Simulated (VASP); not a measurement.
Wanted: the native input for a VASP 6.6.1 run.

- Task: single point
- Functional: PBE
- Potentials or basis: VASP PAW PBE potentials, release 64 (Ga_d, As)
- Cutoff: 520 eV
- k mesh: 10 × 10 × 10
- Occupations: gaussian, width 0.01 eV
- Spin: no spin polarisation
- Dipole correction: no
- Further INCAR settings: ALGO = Normal; EDIFF = 1e-07; NBANDS = 16

The structure of GaAs (pbe) lies in POSCAR:

```
GaAs
1.0
    0.0000000000      2.8727978965      2.8727978965
    2.8727978965      0.0000000000      2.8727978965
    2.8727978965      2.8727978965      0.0000000000
Ga As
1 1
Direct
    0.0000000000      0.0000000000      0.0000000000
    0.7500000000      0.7500000000      0.7500000000
```

These files were run (other wordings do the same):

INCAR

```
  ALGO = Normal
  EDIFF = 1E-7
  ENCUT = 520
  GGA = PE
  ISIF = 2
  ISMEAR = 0
  LASPH = T
  LCHARG = F
  LREAL = F
  LWAVE = F
  NBANDS = 16
  NELM = 60
  PREC = Accurate
  SIGMA = 0.01
```

KPOINTS

```
k-points
0
Gamma
  10 10 10
```

Potentials or basis: VASP PAW PBE potentials, release 64 (Ga_d, As).

Run with:

```sh
$ cat potpaw_PBE.64/Ga_d/POTCAR potpaw_PBE.64/As/POTCAR > POTCAR
$ mpirun -np 1 vasp_std > vasp.out
```

It gave:

```yaml
Pressure: 0.2 GPa
Band_gap_on_the_k_mesh: 0.16 eV, direct
```

Run time: 31 s on 1 thread of Intel(R) Xeon(R) Platinum 8488C (Sapphire Rapids) (shared host), peak memory 0.18 GiB.
